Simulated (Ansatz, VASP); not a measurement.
## One calculation of AlN, two programs

File INCAR:

```
SYSTEM = AlN
  PREC = Accurate
  ENCUT = 600
  EDIFF = 1E-6
  ISMEAR = 0
  SIGMA = 0.01
  LREAL = .False.
  LASPH = .True.
  NELM = 120
  ALGO = Normal
  ISIF = 2
  LWAVE = .False.
  LCHARG = .True.
  GGA = PE
  LELF = .True.
  LVHAR = .True.
  NBANDS = 11
  GGA_COMPAT = .False.
```

KPOINTS

```
Automatic mesh
0
Gamma
  8 8 8
  0 0 0
```

Contents of POSCAR:

```
AlN
1.0
    0.0000000000      2.0076176473      2.0076176473
    2.0076176473      0.0000000000      2.0076176473
    2.0076176473      2.0076176473      0.0000000000
Al N
1 1
Direct
    0.0000000000      0.0000000000      0.0000000000
    0.5000000000      0.5000000000      0.5000000000
```

Input for Ansatz:

```yaml
crystal:
  lattice:
    - [0.0, 2.007617647349344, 2.007617647349344]
    - [2.007617647349344, 0.0, 2.007617647349344]
    - [2.007617647349344, 2.007617647349344, 0.0]
  atoms:
    - { symbol: Al, position: [0.0, 0.0, 0.0] }
    - { symbol: "N", position: [0.5, 0.5, 0.5] }
basis:
  ecutwfc: 510.0
kpoints:
  mp_grid:
    grid: [8, 8, 8]
hamiltonian:
  xc: pbe
  pseudopotentials:
    kind: paw
scf:
  occupations:
    method: fixed
output:
  stress: true
```

Alike in both runs: task single point; functional PBE; k mesh 8 × 8 × 8; no spin polarisation.

|  | VASP | Ansatz |
| --- | --- | --- |
| version | VASP 6.6.1 | Ansatz 0.2.0 |
| potentials or method | VASP PAW PBE potentials, release 64 (Al, N), cutoff 600 eV | plane waves, PAW |
| occupations | gaussian, width 0.01 eV | fixed |
| valence electrons in the cell | 8 | 8 |

```tsv
	VASP	Ansatz	Ansatz less VASP
pressure (GPa)	10.8	11.2	+0.46
```
